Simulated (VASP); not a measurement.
Ni: single point with PBEsol

Crystal: Ni.

```
CELL_PARAMETERS angstrom
1.71544 -4.01458 0.00000
1.71544 4.01458 0.00000
0.00000 0.00000 3.30708
ATOMIC_POSITIONS crystal
Ni 0.14156 0.85844 0.00000
Ni 0.64156 0.35844 0.50000
Ni 0.85844 0.14156 0.00000
Ni 0.35844 0.64156 0.50000
```

```yaml
Program: VASP 6.6.1
Task: single point
Functional: PBEsol
Potentials_or_basis: VASP PAW PBE potentials, release 64 (Ni)
Cutoff: 520 eV
k_mesh: 6 × 6 × 4
Occupations: gaussian, width 0.1 eV
Spin: collinear spin, ferromagnetic start
Starting_moments: "[0.77, 0.77, 0.77, 0.77] μB"
```

* Pressure: -0.1 GPa
* Net moment: 2.64 μB per cell
* Site moments: Ni +0.67 μB
* Valence electrons inside the program's atomic spheres: Ni 9.36

Stress tensor (GPa, compression positive):
```
-0.20  0.00  0.00
 0.00  0.21  0.00
 0.00  0.00 -0.42
```

Levels at points of the mesh, in eV from the Fermi level:
Spin up:
| k point | band 19 | band 20 | band 21 | band 22 | band 23 | band 24 |
| --- | --- | --- | --- | --- | --- | --- |
| (0.00, 0.00, 0.00) | -0.40 | -0.12 | -0.05 | 0.52 | 4.28 | 5.78 |
| (0.50, 0.00, 0.00) | -0.85 | -0.85 | -0.65 | -0.65 | 2.59 | 2.59 |
| (0.50, 0.50, 0.00) | -0.42 | -0.38 | -0.09 | -0.08 | 3.33 | 7.35 |
| (0.00, 0.00, 0.50) | -1.21 | -1.21 | -1.01 | -1.01 | 5.98 | 5.98 |
| (0.50, 0.00, 0.50) | -0.67 | -0.67 | 0.72 | 0.72 | 2.29 | 2.29 |
| (0.50, 0.50, 0.50) | -0.60 | -0.60 | 0.43 | 0.43 | 0.56 | 0.56 |
Spin down:
```
           k point  band 14  band 15  band 16  band 17  band 18  band 19  band 20  band 21  band 22  band 23
(0.00, 0.00, 0.00)    -0.39    -0.34    -0.18    -0.05     0.25     0.39     0.57     0.69     0.76     4.30
(0.50, 0.00, 0.00)    -1.27    -1.07    -1.07    -0.71    -0.71    -0.08    -0.08     0.03     0.03     2.96
(0.50, 0.50, 0.00)    -0.64    -0.13    -0.11     0.19     0.31     0.37     0.41     0.72     0.73     3.34
(0.00, 0.00, 0.50)    -1.02    -0.85    -0.85    -0.80    -0.80    -0.46    -0.46    -0.28    -0.28     6.20
(0.50, 0.00, 0.50)    -1.23    -1.05    -1.05    -0.28    -0.28     0.10     0.10     1.32     1.32     2.57
(0.50, 0.50, 0.50)    -1.18    -1.13    -1.13    -0.49    -0.49     0.18     0.18     0.90     0.90     1.19
```

It took 3.3 min on 1 thread of Intel Xeon 8259CL, with other jobs on the host, peak memory 0.24 GiB.

Caveat: the k points lie up to 0.47 Å⁻¹ apart; the PAW data sets were made with another functional, which shifts forces and pressure a little.
